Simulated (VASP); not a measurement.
Input of a VASP 6.6.1 run:

INCAR

```
ALGO     = Normal         # electronic algorithm
EDIFF    = 1E-6           # SCF threshold, eV
ENCUT    = 520            # plane-wave cutoff, eV
GGA      = PE             # functional
ISIF     = 2              # what is computed and relaxed
ISMEAR   = -1             # smearing method
LASPH    = True           # aspherical terms in the spheres
LCHARG   = False          # write CHGCAR
LREAL    = False          # projectors in reciprocal space
LWAVE    = False          # write WAVECAR
NBANDS   = 9              # bands
NELM     = 80             # most SCF steps
PREC     = Accurate       # precision mode
SIGMA    = 0.1            # smearing width, eV
```

Contents of KPOINTS:

```
k-points
0
Gamma
  16 16 16
```

File POSCAR:

```
Mg
1.0
   -2.6039517966      2.6039517966      1.3854667386
    2.6039517966     -2.6039517966      1.3854667386
    2.6039517966      2.6039517966     -1.3854667386
Mg
2
Direct
   -0.3750000000     -0.1250000000     -0.2500000000
    0.3750000000      0.1250000000      0.2500000000
```

Potentials or basis: VASP PAW PBE potentials, release 64 (Mg).

Launch:

```sh
$ cat potpaw_PBE.64/Mg/POTCAR > POTCAR
$ mpirun -np 1 vasp_std > vasp.out
```

**Question.** Estimate the band gap on the k mesh.

**Answer.** Zero (bands 2 and 3 overlap by 6.13 eV).

**Question.** Predict the pressure.

**Answer.** 15.0 GPa.

Caveat: the cell stands under pressure.
